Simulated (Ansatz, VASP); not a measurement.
# SbP5: VASP beside Ansatz

File INCAR:

```
SYSTEM = SbP5
ALGO = Normal
EDIFF = 1E-6
ENCUT = 520
GGA = PE
ISIF = 2
ISMEAR = 0
LASPH = .True.
LCHARG = .False.
LREAL = .False.
LWAVE = .False.
NBANDS = 24
NELM = 80
PREC = Accurate
SIGMA = 0.1
```

KPOINTS

```
k-points
0
Gamma
  4 4 2
  0 0 0
```

File POSCAR:

```
SbP5
1.0
    2.8007713400     -3.6225090500      0.0000000000
    2.8007713400      3.6225090500      0.0000000000
    0.0000000000      0.0000000000      7.8705584000
Sb P
1 5
Direct
    0.0000000000      0.0000000000      0.5000000000
    0.0000000000      0.0000000000      0.0000000000
    0.0000000000      0.5000000000      0.2881429900
    0.5000000000      0.0000000000      0.7118570100
    0.0000000000      0.5000000000      0.7118570100
    0.5000000000      0.0000000000      0.2881429900
```

Input for Ansatz:

```yaml
crystal:
  lattice:
    - [2.80077134, -3.62250905, 0.0]
    - [2.80077134, 3.62250905, 0.0]
    - [0.0, 0.0, 7.8705584]
  atoms:
    - { symbol: Sb, position: [0.0, 0.0, 0.5] }
    - { symbol: P, position: [0.0, 0.0, 0.0] }
    - { symbol: P, position: [0.0, 0.5, 0.28814299] }
    - { symbol: P, position: [0.5, 0.0, 0.71185701] }
    - { symbol: P, position: [0.0, 0.5, 0.71185701] }
    - { symbol: P, position: [0.5, 0.0, 0.28814299] }
basis:
  ecutwfc: 420
kpoints:
  mp_grid: { grid: [4, 4, 2] }
hamiltonian:
  xc: pbe
scf:
  occupations: { method: gaussian, width: 0.1 }
  lower_state_search: "off"
output:
  forces: true
  stress: true
  eigenvalues: true
```

Alike in both runs: task single point; functional PBE; k mesh 4 × 4 × 2; occupations gaussian, width 0.1 eV; no spin polarisation.

|  | VASP | Ansatz |
| --- | --- | --- |
| version | VASP 6.6.1 | Ansatz 0.2.0 |
| potentials or method | VASP PAW PBE potentials, release 64 (Sb, P), cutoff 520 eV | scalar-relativistic, plane waves, PAW |
| valence electrons in the cell | 30 | 40 |

Ansatz gave:

- gap on the k mesh at the Fermi level (eV): none
- pressure (GPa): -9.3
- traceless stress, the component that is largest in VASP (GPa): 2.87
- rms of the force components (eV/Å): 0.292

Question: Which values does VASP return?

Answer: gap on the k mesh at the Fermi level (eV): none; pressure (GPa): -9.3; traceless stress, the component that is largest in VASP (GPa): 2.87; rms of the force components (eV/Å): 0.289.

Atom by atom the forces differ by 0.003 eV/Å (rms over components). A gap of «none» marks a metal or a gap that the smearing closes. VASP's potentials hold 30 valence electrons a cell and Ansatz's 40, so a difference there can come from the potentials and not from the codes.

The k mesh is coarse, so the values compare programs but aren't converged. Spin-orbit coupling is off throughout.
